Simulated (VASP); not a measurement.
# TaN (P6_3/mmc) in VASP: a series of runs

TaN is run at these levels: PBE; tasks: single point, relaxation of cell and atoms.

All numbers are computed with VASP 6.6.1; they aren't measurements. Logs are shortened: lines on timing, memory, paths and dates and some standing lists are left out, and cuts for length are marked.

### Step 1. The cell of the first run

The structure is hexagonal, space group P6_3/mmc (No. 194). Conventional cell: a = 2.917 Å, b = 2.917 Å, c = 5.914 Å, α = 90.00°, β = 90.00°, γ = 120.00°. Within 3.0 Å of Ta (site symmetry -3m) lie 6 N at 2.24 Å and 8 Ta at 2.92 to 2.96 Å. N (site symmetry -6m2) has 6 Ta at 2.24 Å and 6 N at 2.92 Å within 3.0 Å.

### Step 2. Single point, PBE

The input, INCAR:

```
  PREC = Accurate
  ENCUT = 520
  EDIFF = 1E-7
  ISMEAR = 0
  SIGMA = 0.1
  LREAL = F
  LASPH = T
  NELM = 80
  ALGO = Normal
  ISIF = 2
  LWAVE = F
  LCHARG = F
  GGA = PE
  NBANDS = 24
```

The input, KPOINTS:

```
Automatic mesh
0
Gamma
  18 18 8
```

The input, POSCAR:

```
TaN
1.0
    2.9168996769      0.0000000000      0.0000000000
   -1.4584498385      2.5261092205      0.0000000000
    0.0000000000      0.0000000000      5.9142266377
Ta N
2 2
Direct
    0.0000000000      0.0000000000      0.0000000000
    0.0000000000      0.0000000000      0.5000000000
    0.3333333333      0.6666666667      0.2500000000
    0.6666666667      0.3333333333      0.7500000000
```

Potentials or basis: VASP PAW PBE potentials, release 64 (Ta_pv, N).

Started as:

```sh
$ cat potpaw_PBE.64/Ta_pv/POTCAR potpaw_PBE.64/N/POTCAR > POTCAR
$ mpirun -np 1 vasp_std > vasp.out
```

OUTCAR:

```text
PREC = Accurate
   ENCUT = 520
   EDIFF = 1E-7
   ISMEAR = 0
   LREAL = F
   LASPH = T
   NELM = 80
   ISIF = 2
   GGA = PE

 ion  position               nearest neighbor table
   1  0.000  0.000  0.000-   3 2.24   4 2.24   4 2.24   3 2.24   4 2.24   3 2.24   2 2.96   2 2.96

   2  0.000  0.000  0.500-   3 2.24   4 2.24   4 2.24   3 2.24   4 2.24   3 2.24   1 2.96   1 2.96

   3  0.333  0.667  0.250-   1 2.24   2 2.24   1 2.24   2 2.24   1 2.24   2 2.24
   4  0.667  0.333  0.750-   1 2.24   2 2.24   1 2.24   2 2.24   1 2.24   2 2.24

  LATTYP: Found a hexagonal cell.
 ALAT       =     2.9168996769
 C/A-ratio  =     2.0275728660

  Lattice vectors:

 A1 = (   2.9168996769,   0.0000000000,   0.0000000000)
 A2 = (  -1.4584498385,   2.5261092205,   0.0000000000)
 A3 = (   0.0000000000,   0.0000000000,   5.9142266377)

Analysis of symmetry for initial positions (statically):
=====================================================================
 Subroutine PRICEL returns:
 Original cell was already a primitive cell.

 Routine SETGRP: Setting up the symmetry group for a
 hexagonal supercell.

 Subroutine GETGRP returns: Found 24 space group operations
 (whereof 12 operations were pure point group operations)
 out of a pool of 24 trial point group operations.

The static configuration has the point symmetry D_3d.
 The point group associated with its full space group is D_6h.

Analysis of symmetry for dynamics (positions and initial velocities):
=====================================================================
 Subroutine PRICEL returns:
 Original cell was already a primitive cell.

 Routine SETGRP: Setting up the symmetry group for a
 hexagonal supercell.

 Subroutine GETGRP returns: Found 24 space group operations
 (whereof 12 operations were pure point group operations)
 out of a pool of 24 trial point group operations.

The dynamic configuration has the point symmetry D_3d.
 The point group associated with its full space group is D_6h.

 Subroutine INISYM returns: Found 24 space group operations
 (whereof 12 operations are pure point group operations),
 and found     1 'primitive' translations

----------------------------------------------------------------------------------------

                                     Primitive cell

  volume of cell :      43.5784

  direct lattice vectors                    reciprocal lattice vectors
     2.916899677  0.000000000  0.000000000     0.342829754  0.197932851  0.000000000
    -1.458449838  2.526109220  0.000000000     0.000000000  0.395865702  0.000000000
     0.000000000  0.000000000  5.914226638     0.000000000  0.000000000  0.169083815

  length of vectors
     2.916899677  2.916899677  5.914226638     0.395865702  0.395865702  0.169083815

  position of ions in fractional coordinates (direct lattice)
     0.000000000  0.000000000  0.000000000
     0.000000000  0.000000000  0.500000000
     0.333333333  0.666666667  0.250000000
     0.666666667  0.333333333  0.750000000

  ion indices of the primitive-cell ions
   primitive index   ion index
                 1           1
                 2           2
                 3           3
                 4           4

----------------------------------------------------------------------------------------

 KPOINTS: Automatic mesh

Automatic generation of k-mesh.
 Grid dimensions read from file:
 generate k-points for:   18   18    8

 Generating k-lattice:

  Cartesian coordinates                     Fractional coordinates (reciprocal lattice)
     0.019046097  0.010996270  0.000000000     0.055555556 -0.000000000  0.000000000
     0.000000000  0.021992539  0.000000000     0.000000000  0.055555556  0.000000000
     0.000000000  0.000000000  0.021135477     0.000000000  0.000000000  0.125000000

  Length of vectors
     0.021992539  0.021992539  0.021135477

  Shift w.r.t. Gamma in fractional coordinates (k-lattice)
     0.000000000  0.000000000  0.000000000

 Subroutine IBZKPT returns following result:
 ===========================================

 Found    185 irreducible k-points:

 Following reciprocal coordinates:
            Coordinates               Weight
  0.000000  0.000000  0.000000      1.000000
  0.055556 -0.000000  0.000000      6.000000
  0.111111 -0.000000  0.000000      6.000000
  0.166667  0.000000  0.000000      6.000000
  0.222222 -0.000000  0.000000      6.000000
  0.277778  0.000000  0.000000      6.000000
[... 16 lines left out ...]
  0.333333  0.111111  0.000000     12.000000
  0.388889  0.111111  0.000000     12.000000
 [... further k-points ...]
   k-points           NKPTS =    185   k-points in BZ     NKDIM =    185   number of bands    NBANDS=     24
   number of dos      NEDOS =    301   number of ions     NIONS =      4
   total plane-waves  NPLWV =  27648
   dimension x,y,z NGX =    24 NGY =   24 NGZ =   48
   dimension x,y,z NGXF=    48 NGYF=   48 NGZF=   96
   ions per type =               2   2
   NGX,Y,Z   is equivalent  to a cutoff of  13.68, 13.68, 13.49 a.u.
   NGXF,Y,Z  is equivalent  to a cutoff of  27.36, 27.36, 26.99 a.u.
 SYSTEM =  unknown system
   PREC   = accura    normal or accurate (medium, high low for compatibility)
   ISTART =      0    job   : 0-new  1-cont  2-samecut
   ICHARG =      2    charge: 1-file 2-atom 10-const
   ISPIN  =      1    spin polarized calculation?
   LNONCOLLINEAR =      F non collinear calculations
   LSORBIT =      F    spin-orbit coupling
   LASPH  =      T    aspherical Exc in radial PAW
   ENCUT  =  520.0 eV  38.22 Ry    6.18 a.u.   5.42  5.42 11.00*2*pi/ulx,y,z
   NELM   =     80;   NELMIN=  2; NELMDL= -5     # of ELM steps
   EDIFF  = 0.1E-06   stopping-criterion for ELM
   LREAL  =      F    real-space projection
   EDIFFG = 0.1E-05   stopping-criterion for IOM
   NSW    =      0    number of steps for IOM
   IBRION =     -1    ionic relax: 0-MD 1-quasi-New 2-CG
   NFREE  =      0    steps in history (QN), initial steepest desc. (CG)
   ISIF   =      2    stress and relaxation
   ISYM   =      2    0-nonsym 1-usesym 2-fastsym
   POTIM  = 0.5000    time-step for ionic-motion
   TEBEG  =    0.0;   TEEND  =   0.0 temperature during run
   PSTRESS=    0.0 pullay stress
   NELECT =      32.0000    total number of electrons
   NUPDOWN=      -1.0000    fix difference up-down
   EMIN   =  10.00;   EMAX   =-10.00  energy-range for DOS
   EFERMI =   0.00;   METHOD = LEGACY
   ISMEAR =     0;   SIGMA  =   0.10  broadening in eV -4-tet -1-fermi 0-gaus
   EFERMI_NEDOS =   21; number of points for ismear=-14 and -15
   IALGO  =     38    algorithm
   IMIX   =      4    mixing-type and parameters
     AMIX     =   0.40;   BMIX     =  1.00
     AMIX_MAG =   1.60;   BMIX_MAG =  1.00
  volume/ion in A,a.u.               =      10.89        73.52
  Fermi-wavevector in a.u.,A,eV,Ry     =   1.476956  2.791043 29.679746  2.181400
  Thomas-Fermi vector in A             =   2.591419
   LORBIT       =      0    0 simple, 1 ext, 2 COOP (PROOUT), +10 PAW based schemes
   GGA     = PE    functional components
   LHFCALC =     F    Hartree Fock is set to
   AEXX    =    0.0000 exact exchange contribution
   IVDW    =     0    specifies the selected vdW correction
   LEPSILON=     F    determine dielectric tensor
   LRPA    =     F    only Hartree local field effects (RPA)
 non-spin polarized calculation
 Gauss-broadening in eV      SIGMA  =   0.10
  energy-cutoff  :      520.00
  volume of cell :       43.58
 maximum number of plane-waves:      1221
 NGX is ok and might be reduce to    24
   NGX = 11   NGY = 11   NGZ = 21

 number of electron      32.0000004 magnetization

 Free energy of the ion-electron system (eV)
  ---------------------------------------------------
  ext. energy  EPLUGINS =         0.00000000
  ---------------------------------------------------
  free energy    TOTEN  =       -44.02873196 eV

  energy without entropy =      -44.02317176  energy(sigma->0) =      -44.02595186

 E-fermi :   8.1501     XC(G=0): -13.2882

 val. band max:        8.1450548191   @ k =   0.1667   0.1111   0.5000
 cond. band min:       8.1505237070   @ k =   0.1667   0.1667   0.5000
 fundamental gap:      0.0054688879
 Fermi energy:         8.1500675054

 k-point     1 :       0.0000    0.0000    0.0000
  band No.  band energies     occupation
      1     -27.4570      2.00000
      2     -26.7089      2.00000
      3     -26.4552      2.00000
      4     -26.4552      2.00000
      5     -26.3945      2.00000
      6     -26.3945      2.00000
[... 16 lines left out ...]
     23      12.0992      0.00000
     24      14.1199      0.00000

 k-point     2 :       0.0556   -0.0000    0.0000
  band No.  band energies     occupation
      1     -27.4491      2.00000
      2     -26.7043      2.00000
      3     -26.4907      2.00000
      4     -26.4628      2.00000
      5     -26.4270      2.00000
      6     -26.4015      2.00000
[... 16 lines left out ...]
     23      12.1294      0.00000
     24      13.9694      0.00000

 k-point     3 :       0.1111   -0.0000    0.0000
  band No.  band energies     occupation
      1     -27.4264      2.00000
      2     -26.6909      2.00000
      3     -26.5918      2.00000
      4     -26.5199      2.00000
      5     -26.4845      2.00000
      6     -26.4220      2.00000
[... 16 lines left out ...]
     23      12.2967      0.00000
     24      13.7579      0.00000

 k-point     4 :       0.1667    0.0000    0.0000
  band No.  band energies     occupation
      1     -27.3914      2.00000
      2     -26.7434      2.00000
      3     -26.6712      2.00000
      4     -26.6588      2.00000
      5     -26.5177      2.00000
      6     -26.4531      2.00000
[... 16 lines left out ...]
     23      12.6899      0.00000
     24      13.7694      0.00000

 k-point     5 :       0.2222   -0.0000    0.0000
  band No.  band energies     occupation
      1     -27.3482      2.00000
      2     -26.9242      2.00000
      3     -26.8277      2.00000
      4     -26.6447      2.00000
      5     -26.5580      2.00000
      6     -26.4911      2.00000
[... 16 lines left out ...]
     23      13.2461      0.00000
     24      14.3143      0.00000

 k-point     6 :       0.2778    0.0000    0.0000
  band No.  band energies     occupation
      1     -27.3023      2.00000
      2     -27.1104      2.00000
      3     -27.0018      2.00000
      4     -26.6175      2.00000
      5     -26.6006      2.00000
      6     -26.5312      2.00000
[... 16 lines left out ...]
     23      13.8251      0.00000
     24      14.9901      0.00000
[... 379 lines left out ...]
 k-point    21 :       0.2222    0.1111    0.0000
  band No.  band energies     occupation
      1     -27.2876      2.00000
      2     -27.1292      2.00000
      3     -27.0188      2.00000
      4     -26.6550      2.00000
      5     -26.6103      2.00000
      6     -26.5806      2.00000
[... 16 lines left out ...]
     23      14.0785      0.00000
     24      14.1216      0.00000

 k-point    22 :       0.2778    0.1111    0.0000
  band No.  band energies     occupation
      1     -27.2811      2.00000
      2     -27.2410      2.00000
      3     -27.1564      2.00000
      4     -26.7067      2.00000
      5     -26.6306      2.00000
      6     -26.5845      2.00000
[... 16 lines left out ...]
     23      14.4770      0.00000
     24      14.5935      0.00000

 k-point    23 :       0.3333    0.1111    0.0000
  band No.  band energies     occupation
      1     -27.3951      2.00000
      2     -27.2665      2.00000
      3     -27.2099      2.00000
      4     -26.7487      2.00000
      5     -26.6695      2.00000
      6     -26.5652      2.00000
[... 16 lines left out ...]
     23      14.6772      0.00000
     24      15.1048      0.00000

 k-point    24 :       0.3889    0.1111    0.0000
  band No.  band energies     occupation
      1     -27.4703      2.00000
      2     -27.3375      2.00000
      3     -27.1876      2.00000
      4     -26.7760      2.00000
      5     -26.6949      2.00000
      6     -26.5523      2.00000
[... 16 lines left out ...]
     23      14.7320      0.00000
     24      15.7295      0.00000

 [... further k-points ...]

------------------------ aborting loop because EDIFF is reached ----------------------------------------

  FORCE on cell =-STRESS in cart. coord.  units (eV):
  Direction    XX          YY          ZZ          XY          YZ          ZX
  --------------------------------------------------------------------------------------
  -------------------------------------------------------------------------------------
  Total        0.2055648      0.2055648      0.2400208     -0.0000000      0.0000000      0.0000000
  in kB        7.5576652      7.5576652      8.8244545     -0.0000000      0.0000000      0.0000000
  external PRESSURE =       7.9799283 kB  Pullay stress =       0.0000000 kB

 VOLUME and BASIS-vectors are now :
 -----------------------------------------------------------------------------
  energy-cutoff  :      520.00
  volume of cell :       43.58
      direct lattice vectors                 reciprocal lattice vectors
     2.916899677  0.000000000  0.000000000     0.342829754  0.197932851  0.000000000
    -1.458449838  2.526109220  0.000000000     0.000000000  0.395865702  0.000000000
     0.000000000  0.000000000  5.914226638     0.000000000  0.000000000  0.169083815

 POSITION                                       TOTAL-FORCE (eV/Angst)
 -----------------------------------------------------------------------------------
      0.00000      0.00000      0.00000         0.000000      0.000000     -0.000000
      0.00000      0.00000      2.95711        -0.000000      0.000000     -0.000000
     -0.00000      1.68407      1.47856         0.000000     -0.000000      0.000000
      1.45845      0.84204      4.43567        -0.000000      0.000000      0.000000
 -----------------------------------------------------------------------------------
    total drift:                               -0.000000      0.000000      0.000000

  FREE ENERGIE OF THE ION-ELECTRON SYSTEM (eV)
  ---------------------------------------------------
  free  energy   TOTEN  =       -44.0287319619 eV

  energy  without entropy=      -44.0231717589  energy(sigma->0) =      -44.02595186
```

It took 2.8 min on 1 thread of Intel Xeon 6975P-C, shared host; peak memory 0.3 GiB.

What came out:

```yaml
Free_energy: -44.0287 eV
Pressure: 0.8 GPa
Band_gap_on_the_k_mesh: zero (band 16 reaches 8.69 eV, above the bottom of band 17 at 7.70 eV)
```

Stress tensor (GPa, compression positive):
```
0.76 0.00 0.00
0.00 0.76 0.00
0.00 0.00 0.88
```

Caveat: spin-orbit coupling is left out, which moves the levels of the heavy elements.

### Step 3. Relaxation of cell and atoms, PBE

The input, INCAR:

```
PREC = Accurate ; ENCUT = 600
EDIFF = 1E-7 ; ISMEAR = 0
SIGMA = 0.1 ; LREAL = F
LASPH = T ; NELM = 80
ALGO = Normal ; ISIF = 3
LWAVE = F ; LCHARG = F
GGA = PE ; IBRION = 2
NSW = 100 ; EDIFFG = -0.005
```

KPOINTS is that of step 2.

The input, POSCAR:

```
TaN
1.0
    2.9171790466      0.0000000000      0.0000000000
   -1.4585895233      2.5263511617      0.0000000000
    0.0000000000      0.0000000000      5.9121901959
Ta N
2 2
Direct
    0.0000000000      0.0000000000      0.0000000000
    0.0000000000      0.0000000000      0.5000000000
    0.3333333333      0.6666666667      0.2500000000
    0.6666666667      0.3333333333      0.7500000000
```

Potentials or basis: VASP PAW PBE potentials, release 64 (Ta_pv, N).

Started as:

```sh
$ cat potpaw_PBE.64/Ta_pv/POTCAR potpaw_PBE.64/N/POTCAR > POTCAR
$ mpirun -np 1 vasp_std > vasp.out
```

Run time: 5.3 min. Hardware: 1 thread of Intel Xeon 6975P-C, shared host; peak memory 0.32 GiB.

The run converged. Its results:

```
Free energy                            : -44.0334 eV
Relaxed volume                         : 10.92 Å³/atom
Relaxed cell                           : a = 2.919 Å, b = 2.919 Å, c = 5.918 Å, α = 90.00°, β = 90.00°, γ = 120.00°
Space group after relaxing (to 0.05 Å) : P6_3/mmc (No. 194)
Energy gained by relaxing              : 0.1 meV/atom
Ionic steps                            : 3
Pressure after relaxing                : 0.0 GPa
Band gap on the k mesh                 : zero (band 16 reaches 8.66 eV, above the bottom of band 17 at 7.68 eV)
```

The path:
| step | energy change (eV) | largest force (eV/Å) | pressure (GPa) | volume (Å³) |
| --- | --- | --- | --- | --- |
| 1 | 0.0000 | 0.0000 | 0.75 | 43.57 |
| 2 | 0.0010 | 0.0000 | -1.71 | 43.90 |
| 3 | -0.0002 | 0.0000 | 0.00 | 43.67 |

Final structure:
```xyz
4
Lattice="2.9190 0.0000 0.0000 -1.4595 2.5279 0.0000 0.0000 0.0000 5.9182" Properties=species:S:1:pos:R:3 pbc="T T T"
Ta    0.0000    0.0000    0.0000
Ta    0.0000    0.0000    2.9591
N     0.0000    1.6853    1.4795
N     1.4595    0.8426    4.4386
```

Levels at points of the mesh, in eV from the Fermi level:
```
           k point  band 14  band 15  band 16  band 17  band 18  band 19
(0.00, 0.00, 0.00)    -1.98    -1.98    -0.23    -0.23     0.57     0.57
(0.50, 0.00, 0.00)    -3.70    -2.79    -2.13     2.84     3.95     4.82
(0.00, 0.00, 0.50)    -3.84    -0.66    -0.66     0.99     0.99     0.99
(0.50, 0.00, 0.50)    -4.32    -2.20    -2.20     3.88     3.88     4.75
```

Caveat: spin-orbit coupling is left out, which moves the levels of the heavy elements.
